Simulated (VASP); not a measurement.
Runs of VASP 6.6.1 on Al. The structure is that of space group Fm-3m (No. 225), or close to it. The cells are those of the table. 

```csv
cell,gap on the mesh (eV),pressure (GPa)
"a = 2.877, b = 2.862 Å, angles 60.2, 59.7, 60.2°, 1 atom",none,(a)
"a = 2.834, b = 2.862 Å, angles 59.7, 60.7, 59.7°, 1 atom",none,-0.3
"a = 2.884, b = 2.862 Å, angles 60.2, 59.5, 60.2°, 1 atom",none,(c)
"a = 2.848, b = 2.862 Å, angles 59.8, 60.3, 59.8°, 1 atom",none,-1.1
"a = 2.855, b = 2.862 Å, angles 59.9, 60.2, 59.9°, 1 atom",none,-1.5
"a = 2.841, b = 2.862 Å, angles 59.8, 60.5, 59.8°, 1 atom",none,-0.7
"a = 2.891, b = 2.862 Å, angles 60.3, 59.3, 60.3°, 1 atom",none,(b)
"a = 2.870, b = 2.862 Å, angles 60.1, 59.8, 60.1°, 1 atom",none,-2.2
"a = 2.887, b = 2.862 Å, angles 60.3, 59.4, 60.3°, 1 atom",none,-3.1
```

Alike in all rows: task single point; level PBEsol; potentials or basis VASP PAW PBE potentials, release 64 (Al); no spin polarisation; k mesh 20 × 20 × 20; cutoff (eV) 520; smearing gaussian 0.15 eV.

Q: Fill in the values left out.

A: (a) -2.6; (b) -3.2; (c) -2.9.

Caveats: the PAW data sets were made with another functional, which shifts forces and pressure a little.

A gap of «none» marks levels without a gap at the run's occupations.
